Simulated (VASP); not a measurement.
Input of a VASP 6.6.1 run:

The input INCAR:

```
PREC = Accurate ; ENCUT = 520
EDIFF = 1E-6 ; ISMEAR = 0
SIGMA = 0.02 ; LREAL = F
LASPH = T ; NELM = 60
ALGO = Normal ; ISIF = 2
LWAVE = F ; LCHARG = F
GGA = PE ; NBANDS = 31
```

File KPOINTS:

```
regular mesh
0
Gamma
  12 12 12
```

File POSCAR:

```
AlGa2N3
1.0
   -1.4861018014      1.4861018014      6.3211295647
    1.4861018014     -1.4861018014      6.3211295647
    1.4861018014      1.4861018014     -6.3211295647
Al Ga N
1 2 3
Direct
    0.5000000000      0.5000000000      0.0000000000
    0.8342179900      0.8342179900      0.0000000000
    0.1657820100      0.1657820100      0.0000000000
    0.0000000000      0.0000000000      0.0000000000
    0.6633447424      0.6633447424      0.0000000000
    0.3366552576      0.3366552576      0.0000000000
```

Potentials or basis: VASP PAW PBE potentials, release 64 (Al, Ga_d, N).

The run is started by

```bash
$ cat potpaw_PBE.64/Al/POTCAR potpaw_PBE.64/Ga_d/POTCAR potpaw_PBE.64/N/POTCAR > POTCAR
$ mpirun -np 1 vasp_std > vasp.out
```

Estimate the pressure.

0.5 GPa.

What does it give for the band gap on the k mesh?

1.16 eV (least direct gap 2.18 eV).

What does it give for the largest force?

0.022 eV/Å.

Forces on the atoms (eV/Å):
```
Al   0.000  0.000  0.000
Ga   0.000  0.000  0.005
Ga   0.000  0.000 -0.005
N    0.000  0.000  0.000
N    0.000  0.000 -0.022
N    0.000  0.000  0.022
```

A k mesh can miss the band edges.
